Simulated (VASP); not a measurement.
TaN: electric field gradients with PBEsol

The system is TaN.

```xyz
2
Lattice="0.0000 2.1790 2.2226 2.1790 0.0000 2.2226 2.1790 2.1790 0.0000" Properties=species:S:1:pos:R:3 pbc="T T T"
Ta    2.1790    2.1790    2.2226
N     0.0000    0.0000    0.0000
```

This cell differs from its parent crystal: zz strain of +2 %.

- Program: VASP 6.6.1
- Task: electric field gradients
- Functional: PBEsol
- Potentials or basis: VASP PAW PBE potentials, release 64 (Ta_pv, N)
- Cutoff: 520 eV
- k mesh: 9 × 9 × 9
- Occupations: fermi-dirac, width 0.02 eV
- Spin: no spin polarisation
- Dipole correction: no
- Further INCAR settings: ALGO = Normal; EDIFF = 1e-08; NBANDS = 15

- Pressure: -1.5 GPa
- Band gap on the k mesh: zero (band 8 reaches 11.03 eV, above the bottom of band 9 at 7.39 eV)

Stress tensor (GPa, compression positive):
```
  2.93   0.00   0.00
  0.00   2.93   0.00
  0.00   0.00 -10.32
```

Levels at points of the mesh, in eV from the Fermi level:
```tsv
k point	band 4	band 5	band 6	band 7	band 8	band 9	band 10	band 11	band 12	band 13
(0.00, 0.00, 0.00)	-18.76	-3.76	-3.67	-3.67	-2.19	-1.95	-1.95	-0.08	0.28	1.81
```

Electric field gradients, principal values (V/Å²):
```tsv
atom	least	middle	greatest (by size)
1 Ta	-43.099	-43.099	86.198
2 N	-3.299	-3.300	6.599
```

Run time: 19 s on 1 thread of Intel Xeon 6975P-C, on a shared host, peak memory 0.16 GiB.

Caveat: the cell differs from its parent crystal (zz strain of +2 %); without QUAD_EFG the Cq values of the log hold for a quadrupole moment of 1 mb, not for the nuclei; the PAW data sets were made with another functional, which shifts forces and pressure a little; spin-orbit coupling is left out, which moves the levels of the heavy elements.
